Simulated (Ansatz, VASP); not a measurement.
# Two plane-wave programs on Ti

```
Ti
1.0
     2.99425    0.00000    0.00000
    -1.49712    2.59309    0.00000
     0.00000    0.00000    4.82658
Ti
2
Direct
  0.33333 0.66667 0.25000
  0.66667 0.33333 0.75000
```

Change from the starting cell: strain +0.015 along x and y, +0.030 along z, atoms carried along.

Alike in both runs: task single point; functional r2SCAN; k mesh 18 × 18 × 10; occupations gaussian, width 0.15 eV; no spin polarisation.

|  | VASP | Ansatz |
| --- | --- | --- |
| version | VASP 6.6.1 | Ansatz 0.2.0 |
| potentials or method | VASP PAW PBE potentials, release 64 (Ti_sv), cutoff 520 eV | scalar-relativistic, plane waves, PAW |
| valence electrons in the cell | 24 | 24 |

|  | VASP | Ansatz | Ansatz less VASP |
| --- | --- | --- | --- |
| gap on the k mesh at the Fermi level (eV) | none | none | - |
| pressure (GPa) | -7.8 | -8.1 | -0.31 |
| traceless stress, the component that is largest in VASP (GPa) | -1.41 | -1.43 | -0.015 |

VASP's potentials were made for PBE, not for r2SCAN. A gap of «none» marks a metal or a gap that the smearing closes.
